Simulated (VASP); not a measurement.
# AlB2N3: density of states with PBE

AlB2N3:

```
Al B N
1.0
    -1.35639    1.35639    5.45856
     1.35639   -1.35639    5.45856
     1.35639    1.35639   -5.45856
Al B N
1 2 3
Direct
  0.50000 0.50000 0.00000
  0.81984 0.81984 0.00000
  0.18016 0.18016 0.00000
  0.00000 0.00000 0.00000
  0.68010 0.68010 0.00000
  0.31990 0.31990 0.00000
```

- Program: VASP 6.6.1
- Task: density of states
- Functional: PBE
- Potentials or basis: VASP PAW PBE potentials, release 64 (Al, B, N)
- Cutoff: 520 eV
- k mesh: 14 × 14 × 14
- Occupations: gaussian, width 0.02 eV
- Spin: no spin polarisation
- Dipole correction: no
- k mesh for the DOS: 21 × 21 × 21
- Occupations for the DOS: tetrahedron
- Further INCAR settings: ALGO = Normal; EDIFF = 1e-06

```
Valence electrons inside the program's atomic spheres : Al 0.79; B 1.57; N 3.90, 3.84
```

Levels at points of the mesh, in eV from the valence-band top:
```
           k point  band 8  band 9  band 10  band 11  band 12  band 13  band 14  band 15  band 16
(0.00, 0.00, 0.00)   -2.73   -2.73    -2.20    -0.13    -0.13     2.22     3.60     7.16     7.88
```

Run time: 22 min on 1 thread of AMD EPYC 9R45 96-Core Processor (Zen 5), with other jobs on the host, peak memory 0.62 GiB.
